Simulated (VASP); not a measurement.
Set up this calculation in VASP 6.6.1, as the native input.

* Task: single point
* Functional: r2SCAN
* Potentials or basis: VASP PAW PBE potentials, release 64 (Zr_sv, B)
* Cutoff: 520 eV
* k mesh: 9 × 9 × 9
* Occupations: fermi-dirac, width 0.1 eV
* Spin: no spin polarisation
* Dipole correction: no
* Further INCAR settings: ALGO = Normal; EDIFF = 1e-07; NBANDS = 14

Crystal: ZrB.

```
Zr B
1.0
     0.00000    2.35560    2.35560
     2.35560    0.00000    2.35560
     2.35560    2.35560    0.00000
Zr B
1 1
Direct
  0.00000 0.00000 0.00000
  0.50000 0.50000 0.50000
```

These files were run (other wordings do the same):

POSCAR

```
ZrB
1.0
    0.0000000000      2.3555956139      2.3555956139
    2.3555956139      0.0000000000      2.3555956139
    2.3555956139      2.3555956139      0.0000000000
Zr B
1 1
Direct
    0.0000000000      0.0000000000      0.0000000000
    0.5000000000      0.5000000000      0.5000000000
```

INCAR.step1

```
  ALGO = Normal
  EDIFF = 1E-4
  ENCUT = 520
  GGA = PE
  ISMEAR = -1
  LASPH = T
  LCHARG = F
  LREAL = F
  LWAVE = T
  NBANDS = 14
  NELM = 80
  PREC = Accurate
  SIGMA = 0.1
```

INCAR.step2

```
  ALGO = Normal
  EDIFF = 1E-7
  ENCUT = 520
  ISIF = 2
  ISMEAR = -1
  ISTART = 1
  LASPH = T
  LCHARG = T
  LELF = T
  LMIXTAU = T
  LREAL = F
  LVHAR = T
  LWAVE = F
  METAGGA = R2SCAN
  NBANDS = 14
  NELM = 80
  PREC = Accurate
  SIGMA = 0.1
```

KPOINTS

```
k-points
0
Gamma
  9 9 9
```

Potentials or basis: VASP PAW PBE potentials, release 64 (Zr_sv, B).

The run is started by

```sh
$ cat potpaw_PBE.64/Zr_sv/POTCAR potpaw_PBE.64/B/POTCAR > POTCAR
$ cp INCAR.step1 INCAR
$ mpirun -np 1 vasp_std > vasp.out
$ cp INCAR.step2 INCAR
$ mpirun -np 1 vasp_std > vasp.out
```

It gave:

```json
{
 "Pressure": "26.1 GPa"
}
```

Caveat: the PAW data sets were made with another functional, which shifts forces and pressure a little.

It took 30 s on 1 thread of Intel(R) Xeon(R) 6975P-C (Granite Rapids), with other jobs on the host, peak memory 0.17 GiB.
